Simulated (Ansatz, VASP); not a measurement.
**One calculation of Yb, two programs**

```
Yb
1.0
     0.00000    2.50043    2.50043
     2.50043    0.00000    2.50043
     2.50043    2.50043    0.00000
Yb
1
Direct
  0.00000 0.00000 0.00000
```

Alike in both runs: task single point; functional PBEsol; k mesh 18 × 18 × 18; occupations fermi-dirac, width 0.05 eV; collinear spin.

|  | VASP | Ansatz |
| --- | --- | --- |
| version | VASP 6.6.1 | Ansatz 0.2.0 |
| potentials or method | VASP PAW PBE potentials, release 64 (Yb), cutoff 520 eV | plane waves (420 eV) with PAW, scalar-relativistic |
| valence electrons in the cell | 24 | 24 |

Ansatz gave:

- pressure (GPa): 0.9
- net moment per atom (μB): 0.00

Q: Estimate VASP's values.

A: Pressure (GPa): 0.7; net moment per atom (μB): 0.00.

VASP's potentials were made for PBE, not for PBEsol, and Ansatz warns of the same on its side. Ansatz's warnings: given moment on shells, seeded moment not kept.

Neither program's run includes spin-orbit coupling.
